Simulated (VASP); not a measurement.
# Ti12C13 in VASP: single point with PBE

Aim: the single point of Ti12C13 with PBE.

Program: VASP 6.6.1. These are calculated values, not measurements. Logs are shortened: lines on timing, memory, paths and dates and some standing lists are left out, and cuts for length are marked.

## (1) The cell of the first run

The cell holds a slab with vacuum, 25 atoms: a = 6.128 Å, b = 6.128 Å, c = 19.811 Å, α = 90.00°, β = 90.00°, γ = 90.00°.

## (2) Single point, PBE

Contents of INCAR:

```
PREC = Accurate ; ENCUT = 520
EDIFF = 1E-6 ; ISMEAR = 0
SIGMA = 0.1 ; LREAL = Auto
LASPH = T ; NELM = 100
ALGO = Normal ; ISIF = 2
LWAVE = F ; LCHARG = F
LDIPOL = T ; IDIPOL = 3
DIPOL = 0.5 0.5 0.317 ; GGA = PE
NBANDS = 116
```

Contents of KPOINTS:

```
Automatic mesh
0
Gamma
  5 5 1
```

Contents of POSCAR:

```
Ti12C13
1.0
    6.1276785486      0.0000000000      0.0000000000
    0.0000000000      6.1276785486      0.0000000000
    0.0000000000      0.0000000000     19.8111521836
Ti C
12 13
Direct
    0.2500000000      0.2500000000      0.2019064799
    0.2500000000      0.7500000000      0.2019064799
    0.7500000000      0.2500000000      0.2019064799
    0.7500000000      0.7500000000      0.2019064799
    0.0000000000      0.0000000000      0.3089759294
    0.0000000000      0.5000000000      0.3089759294
    0.5000000000      0.0000000000      0.3089759294
    0.5000000000      0.5000000000      0.3089759294
    0.2500000000      0.2500000000      0.4140601451
    0.2500000000      0.7500000000      0.4140601451
    0.7500000000      0.2500000000      0.4140601451
    0.7500000000      0.7500000000      0.4140601451
    0.0000000000      0.0000000000      0.2019064799
    0.0000000000      0.5000000000      0.2019064799
    0.5000000000      0.0000000000      0.2019064799
    0.5000000000      0.5000000000      0.2019064799
    0.2500000000      0.2500000000      0.3083897447
    0.2500000000      0.7500000000      0.3083897447
    0.7500000000      0.2500000000      0.3083897447
    0.7500000000      0.7500000000      0.3083897447
    0.0000000000      0.0000000000      0.4195188703
    0.0000000000      0.5000000000      0.4195188703
    0.5000000000      0.0000000000      0.4195188703
    0.5000000000      0.5000000000      0.4195188703
    0.2500000000      0.2500000000      0.5142474549
```

Potentials or basis: VASP PAW PBE potentials, release 64 (Ti_sv, C).

Launch:

```console
> cat potpaw_PBE.64/Ti_sv/POTCAR potpaw_PBE.64/C/POTCAR > POTCAR
> mpirun -np 1 vasp_std > vasp.out
```

OUTCAR:

```text
PREC = Accurate
   ENCUT = 520
   EDIFF = 1E-6
   ISMEAR = 0
   LREAL = Auto
   LASPH = T
   NELM = 100
   ISIF = 2
   GGA = PE

 ion  position               nearest neighbor table
   1  0.250  0.250  0.202-  17 2.11  14 2.17  15 2.17  16 2.17  13 2.17
   2  0.250  0.750  0.202-  18 2.11  14 2.17  15 2.17  16 2.17  13 2.17
   3  0.750  0.250  0.202-  19 2.11  14 2.17  15 2.17  16 2.17  13 2.17
   4  0.750  0.750  0.202-  20 2.11  14 2.17  15 2.17  16 2.17  13 2.17
   5  0.000  0.000  0.309-  13 2.12  17 2.17  18 2.17  19 2.17  20 2.17  21 2.19
   6  0.000  0.500  0.309-  14 2.12  17 2.17  18 2.17  19 2.17  20 2.17  22 2.19
   7  0.500  0.000  0.309-  15 2.12  17 2.17  18 2.17  19 2.17  20 2.17  23 2.19
   8  0.500  0.500  0.309-  16 2.12  17 2.17  18 2.17  19 2.17  20 2.17  24 2.19
   9  0.250  0.250  0.414-  25 1.98  17 2.09  22 2.17  23 2.17  24 2.17  21 2.17
  10  0.250  0.750  0.414-  18 2.09  21 2.17  22 2.17  23 2.17  24 2.17
  11  0.750  0.250  0.414-  19 2.09  21 2.17  22 2.17  23 2.17  24 2.17
  12  0.750  0.750  0.414-  20 2.09  21 2.17  22 2.17  23 2.17  24 2.17
  13  0.000  0.000  0.202-   5 2.12   2 2.17   3 2.17   4 2.17   1 2.17
  14  0.000  0.500  0.202-   6 2.12   2 2.17   3 2.17   4 2.17   1 2.17
  15  0.500  0.000  0.202-   7 2.12   2 2.17   3 2.17   4 2.17   1 2.17
  16  0.500  0.500  0.202-   8 2.12   2 2.17   3 2.17   4 2.17   1 2.17
  17  0.250  0.250  0.308-   9 2.09   1 2.11   6 2.17   7 2.17   8 2.17   5 2.17
  18  0.250  0.750  0.308-  10 2.09   2 2.11   6 2.17   7 2.17   8 2.17   5 2.17
  19  0.750  0.250  0.308-  11 2.09   3 2.11   6 2.17   7 2.17   8 2.17   5 2.17
  20  0.750  0.750  0.308-  12 2.09   4 2.11   6 2.17   7 2.17   8 2.17   5 2.17
  21  0.000  0.000  0.420-   9 2.17  10 2.17  11 2.17  12 2.17   5 2.19
  22  0.000  0.500  0.420-   9 2.17  10 2.17  11 2.17  12 2.17   6 2.19
  23  0.500  0.000  0.420-   9 2.17  10 2.17  11 2.17  12 2.17   7 2.19
  24  0.500  0.500  0.420-   9 2.17  10 2.17  11 2.17  12 2.17   8 2.19
  25  0.250  0.250  0.514-   9 1.98

  LATTYP: Found a simple tetragonal cell.
 ALAT       =     6.1276785486
 C/A-ratio  =     3.2330599633

  Lattice vectors:

 A1 = (   6.1276785486,   0.0000000000,   0.0000000000)
 A2 = (   0.0000000000,   6.1276785486,   0.0000000000)
 A3 = (   0.0000000000,   0.0000000000,  19.8111521836)

Analysis of symmetry for initial positions (statically):
=====================================================================
 Subroutine PRICEL returns:
 Original cell was already a primitive cell.

 Routine SETGRP: Setting up the symmetry group for a
 simple tetragonal supercell.

 Subroutine GETGRP returns: Found  8 space group operations
 (whereof  2 operations were pure point group operations)
 out of a pool of 16 trial point group operations.

[... 159 lines left out ...]
   EFERMI_NEDOS =   21; number of points for ismear=-14 and -15
   IALGO  =     38    algorithm
   IMIX   =      4    mixing-type and parameters
     AMIX     =   0.40;   BMIX     =  1.00
     AMIX_MAG =   1.60;   BMIX_MAG =  1.00
  volume/ion in A,a.u.               =      29.76       200.80
  Fermi-wavevector in a.u.,A,eV,Ry     =   1.049525  1.983315 14.986866  1.101504
  Thomas-Fermi vector in A             =   2.184492
   LORBIT       =      0    0 simple, 1 ext, 2 COOP (PROOUT), +10 PAW based schemes
   GGA     = PE    functional components
   LHFCALC =     F    Hartree Fock is set to
   AEXX    =    0.0000 exact exchange contribution
   IVDW    =     0    specifies the selected vdW correction
   LEPSILON=     F    determine dielectric tensor
   LRPA    =     F    only Hartree local field effects (RPA)
 non-spin polarized calculation
 Gauss-broadening in eV      SIGMA  =   0.10
  energy-cutoff  :      520.00
  volume of cell :      743.88
 maximum number of plane-waves:     20077
 NGX is ok and might be reduce to    48
   NGX = 23   NGY = 23   NGZ = 73

 dipolmoment           0.000000      0.000000     -0.125369 electrons x Angstroem

 number of electron     196.0000083 magnetization

 dipolmoment           0.000000      0.000000      0.299559 electrons x Angstroem

 Free energy of the ion-electron system (eV)
  ---------------------------------------------------
  ext. energy  EPLUGINS =         0.00000000
  ---------------------------------------------------
  free energy    TOTEN  =      -219.33853957 eV

  energy without entropy =     -219.28767267  energy(sigma->0) =     -219.31310612

 E-fermi :  -0.0130     XC(G=0):  -5.2458

 val. band max:       -0.0174481952   @ k =   0.2000   0.0000   0.0000
 cond. band min:       0.0529682770   @ k =   0.4000   0.2000   0.0000
 fundamental gap:      0.0704164721
 Fermi energy:        -0.0129877328

 k-point     1 :       0.0000    0.0000    0.0000
  band No.  band energies     occupation
      1     -56.5429      2.00000
      2     -56.5329      2.00000
      3     -56.5315      2.00000
      4     -56.5206      2.00000
      5     -56.4654      2.00000
      6     -56.4548      2.00000
[... 667 lines left out ...]
    109       2.2103      0.00000
    110       2.2976      0.00000
 [bands above 110 left out]

------------------------ aborting loop because EDIFF is reached ----------------------------------------

 vacuum level on the upper side and lower side of the slab       (xc-potential included)         0.696        -0.708

  FORCE on cell =-STRESS in cart. coord.  units (eV):
  Direction    XX          YY          ZZ          XY          YZ          ZX
  --------------------------------------------------------------------------------------
  -------------------------------------------------------------------------------------
  Total      -13.3159473    -13.3159473      1.5378893      0.0000000      0.0000000      0.0000000
  in kB      -28.6801203    -28.6801203      3.3123328      0.0000000      0.0000000      0.0000000
  external PRESSURE =     -18.0159692 kB  Pullay stress =       0.0000000 kB

 VOLUME and BASIS-vectors are now :
 -----------------------------------------------------------------------------
  energy-cutoff  :      520.00
  volume of cell :      743.88
      direct lattice vectors                 reciprocal lattice vectors
     6.127678549  0.000000000  0.000000000     0.163193939  0.000000000  0.000000000
     0.000000000  6.127678549  0.000000000     0.000000000  0.163193939  0.000000000
     0.000000000  0.000000000 19.811152184     0.000000000  0.000000000  0.050476620

 POSITION                                       TOTAL-FORCE (eV/Angst)
 -----------------------------------------------------------------------------------
      1.53192      1.53192      4.00000        -0.000000      0.000000      0.952344
      1.53192      4.59576      4.00000         0.000000      0.000000      0.985046
      4.59576      1.53192      4.00000        -0.000000      0.000000      0.985046
      4.59576      4.59576      4.00000        -0.000000      0.000000      1.036120
      0.00000      0.00000      6.12117         0.073447      0.073447      0.034831
      0.00000      3.06384      6.12117         0.073447     -0.073447      0.034831
[... 17 lines left out ...]
      3.06384      3.06384      8.31115         0.236429      0.236429     -0.030080
      1.53192      1.53192     10.18783         0.000000      0.000000      0.024244
 -----------------------------------------------------------------------------------
    total drift:                                0.000000     -0.000000     -0.116993

  FREE ENERGIE OF THE ION-ELECTRON SYSTEM (eV)
  ---------------------------------------------------
  free  energy   TOTEN  =      -219.3385395727 eV

  energy  without entropy=     -219.2876726677  energy(sigma->0) =     -219.31310612

 vacuum level on the upper side and lower side of the slab         5.524         4.082
```

stdout:

```text
POSCAR found type information on POSCAR TiC
 POSCAR found :  2 types and      25 ions
 scaLAPACK will be used
 LDA part: xc-table for (Slater+PW92), standard interpolation
 POSCAR, INCAR and KPOINTS ok, starting setup
 FFT: planning ... GRIDC
 FFT: planning ... GRID_SOFT
 FFT: planning ... GRID
 WAVECAR not read
 entering main loop
```

Run time: 23 min. Hardware: 1 thread of Intel Xeon Platinum 8259CL at 2.50GHz (Skylake/Cascade Lake), shared host; peak memory 0.86 GiB.

What came out:

```
Free energy            : -219.3385 eV
Largest force          : 1.036 eV/Å
Band gap on the k mesh : zero (band 98 reaches 0.22 eV, above the bottom of band 99 at -0.06 eV)
```

Forces on the atoms (eV/Å):
```
Ti   0.000  0.000  0.952
Ti   0.000  0.000  0.985
Ti   0.000  0.000  0.985
Ti   0.000  0.000  1.036
Ti   0.073  0.073  0.035
Ti   0.073 -0.073  0.035
Ti  -0.073  0.073  0.035
Ti  -0.073 -0.073  0.035
Ti   0.000  0.000 -0.104
Ti   0.000  0.000  0.347
Ti   0.000  0.000  0.347
Ti   0.000  0.000  0.164
C    0.004  0.004 -1.026
C    0.004 -0.004 -1.026
C   -0.004  0.004 -1.026
C   -0.004 -0.004 -1.026
C    0.000  0.000 -0.931
C    0.000  0.000  0.115
C    0.000  0.000  0.115
C    0.000  0.000  0.050
C   -0.236 -0.236 -0.030
C   -0.236  0.236 -0.030
C    0.236 -0.236 -0.030
C    0.236  0.236 -0.030
C    0.000  0.000  0.024
```

Levels at points of the mesh, in eV from the Fermi level:
```
           k point  band 95  band 96  band 97  band 98  band 99  band 100  band 101  band 102
(0.00, 0.00, 0.00)    -0.17    -0.17    -0.06     0.23     0.23      0.64      0.66      0.79
```
